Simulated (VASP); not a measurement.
Write the native input for VASP 6.6.1 that does the following.

| Item | Value |
| --- | --- |
| Task | single point |
| Functional | PBE |
| Potentials or basis | VASP PAW PBE potentials, release 64 (Si, W_sv) |
| Cutoff | 520 eV |
| k mesh | 9 × 9 × 6 |
| Occupations | gaussian, width 0.03 eV |
| Spin | no spin polarisation |
| Dipole correction | no |
| Further INCAR settings | ALGO = Normal; EDIFF = 1e-06; NBANDS = 43 |

The structure of Si2W lies in POSCAR:

```
Si2W
1.0
    4.6907127290      0.0000000000      0.0000000000
   -2.3453563645      4.0622763851      0.0000000000
    0.0000000000      0.0000000000      6.4323743652
Si W
6 3
Direct
    0.8300872726      0.6601745453      0.5000000000
    0.1699127274      0.8300872726      0.8333333333
    0.6601745453      0.8300872726      0.1666666667
    0.1699127274      0.3398254547      0.5000000000
    0.8300872726      0.1699127274      0.8333333333
    0.3398254547      0.1699127274      0.1666666667
    0.0000000000      0.5000000000      0.1666666667
    0.5000000000      0.5000000000      0.8333333333
    0.5000000000      0.0000000000      0.5000000000
```

This cell differs from its parent crystal: atoms shifted along a free coordinate, c/a of the conventional cell at fixed volume 1.3713.

The input as run:

INCAR

```
SYSTEM = Si2W
PREC = Accurate
ENCUT = 520
EDIFF = 1E-6
ISMEAR = 0
SIGMA = 0.03
LREAL = .FALSE.
LASPH = .TRUE.
NELM = 80
ALGO = Normal
ISIF = 2
LWAVE = .FALSE.
LCHARG = .FALSE.
GGA = PE
NBANDS = 43
```

KPOINTS

```
regular mesh
0
G
  9 9 6
  0 0 0
```

Potentials or basis: VASP PAW PBE potentials, release 64 (Si, W_sv).

The run is started by

```bash
$ cat potpaw_PBE.64/Si/POTCAR potpaw_PBE.64/W_sv/POTCAR > POTCAR
$ mpirun -np 1 vasp_std > vasp.out
```

Results of the run:

- Pressure: 2.1 GPa
- Largest force: 0.823 eV/Å
- Band gap on the k mesh: 0.16 eV (least direct gap 0.48 eV)

Caveat: spin-orbit coupling is left out, which moves the levels of the heavy elements; an odd mesh through Γ misses points on the zone boundary, where band edges can lie.

It took 4.5 min on 1 thread of Intel Xeon 8259CL, with other jobs on the host, peak memory 0.36 GiB.
